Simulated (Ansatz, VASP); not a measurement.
W in VASP and in Ansatz

File INCAR:

```
SYSTEM = W
  ALGO = Normal
  EDIFF = 1E-6
  EDIFFG = -0.01
  ENCUT = 600
  GGA = PS
  IBRION = 2
  ISIF = 3
  ISMEAR = 0
  LASPH = .TRUE.
  LCHARG = .FALSE.
  LREAL = .FALSE.
  LWAVE = .FALSE.
  NELM = 100
  NSW = 80
  PREC = Accurate
  SIGMA = 0.1
```

Contents of KPOINTS:

```
k-points
0
G
  18 18 18
  0 0 0
```

The input POSCAR:

```
W
1.0
   -1.5784341933      1.5784341933      1.5784341933
    1.5784341933     -1.5784341933      1.5784341933
    1.5784341933      1.5784341933     -1.5784341933
W
1
Direct
    0.0000000000      0.0000000000      0.0000000000
```

Input for Ansatz:

```yaml
crystal:
  lattice:
    - [-1.5784341933, 1.5784341933, 1.5784341933]
    - [1.5784341933, -1.5784341933, 1.5784341933]
    - [1.5784341933, 1.5784341933, -1.5784341933]
  atoms:
    - { symbol: W, position: [0.0, 0.0, 0.0] }
basis:
  ecutwfc: 420
kpoints:
  mp_grid: { grid: [18, 18, 18] }
hamiltonian:
  xc: pbesol
scf:
  occupations: { method: gaussian, width: 0.1 }
output:
  forces: true
  stress: true
  eigenvalues: true
relax:
  adjacent_minimum: "off"
  f_tol: 0.01
  max_steps: 60
  cell: { stress_tol: 0.1 }
```

Alike in both runs: task relaxation of cell and atoms; functional PBEsol; k mesh 18 × 18 × 18; occupations gaussian, width 0.1 eV; no spin polarisation.

|  | VASP | Ansatz |
| --- | --- | --- |
| version | VASP 6.6.1 | Ansatz 0.2.0 |
| potentials or method | VASP PAW PBE potentials, release 64 (W_sv), cutoff 600 eV | scalar-relativistic, plane waves, PAW |
| valence electrons in the cell | 14 | 14 |

VASP gave:

- gap on the k mesh at the Fermi level, each at its own relaxed structure (eV): none
- relaxed volume (Å³/atom): 15.73
- relaxed cell length with the largest relative difference (Å): 2.734

Task: What did Ansatz give for the same quantities?

Result: gap on the k mesh at the Fermi level, each at its own relaxed structure (eV): none; relaxed volume (Å³/atom): 15.69; relaxed cell length with the largest relative difference (Å): 2.732.

VASP's potentials were made for PBE, not for PBEsol. A gap of «none» marks a metal or a gap that the smearing closes.

Spin-orbit coupling is off throughout. Noted on VASP's run: the relaxation stopped at its first step, so nothing moved.
